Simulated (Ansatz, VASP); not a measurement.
MgO in VASP and in Ansatz

```
Mg O
1.0
    -0.22453    2.02079    2.02079
     2.02079   -0.22453    2.02079
     2.02079    2.02079   -0.22453
Mg O
1 1
Direct
  0.00000 0.00000 0.00000
  0.50000 0.50000 0.50000
```

Alike in both runs: task single point; functional PBE; k mesh 10 × 10 × 10; occupations gaussian, width 0.05 eV; no spin polarisation.

|  | VASP | Ansatz |
| --- | --- | --- |
| version | VASP 6.6.1 | Ansatz 0.2.0 |
| potentials or method | VASP PAW PBE potentials, release 64 (Mg, O), cutoff 520 eV | scalar-relativistic, plane waves, PAW |
| valence electrons in the cell | 8 | 16 |

```csv
,VASP,Ansatz,Ansatz less VASP
gap on the k mesh at the Fermi level (eV),3.52,3.54,+0.021
least direct gap on the mesh (eV),3.52,3.54,+0.021
pressure (GPa),-0.6,0.1,+0.75
"traceless stress, the component that is largest in VASP (GPa)",11.48,11.40,-0.084
```

With one functional, cell and mesh, what is left measures potentials, basis and numerics. VASP's potentials hold 8 valence electrons a cell and Ansatz's 16, so a difference there can come from the potentials and not from the codes.
